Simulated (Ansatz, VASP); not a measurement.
**SiC in VASP and in Ansatz**

```
CELL_PARAMETERS angstrom
3.09693 0.00000 0.00000
0.00000 4.37971 0.00000
0.00000 0.00000 16.00000
ATOMIC_POSITIONS crystal
Si 0.25000 0.12500 0.50000
C 0.75000 0.87500 0.50000
```

Alike in both runs: task single point; functional PBE; k mesh 8 × 6 × 1; occupations fermi-dirac, width 0.02 eV; no spin polarisation.

```csv
,VASP,Ansatz
version,VASP 6.6.1,Ansatz 0.2.0
potentials or method,"VASP PAW PBE potentials, release 64 (Si, C), cutoff 520 eV","all-electron LAPW, scalar-relativistic"
```

```tsv
	VASP	Ansatz	Ansatz less VASP
rms of the force components (eV/Å)	2.112	2.118	+0.0068
```

Atom by atom the forces differ by 0.007 eV/Å (rms over components). Ansatz ran all-electron here, and VASP with PAW potentials.
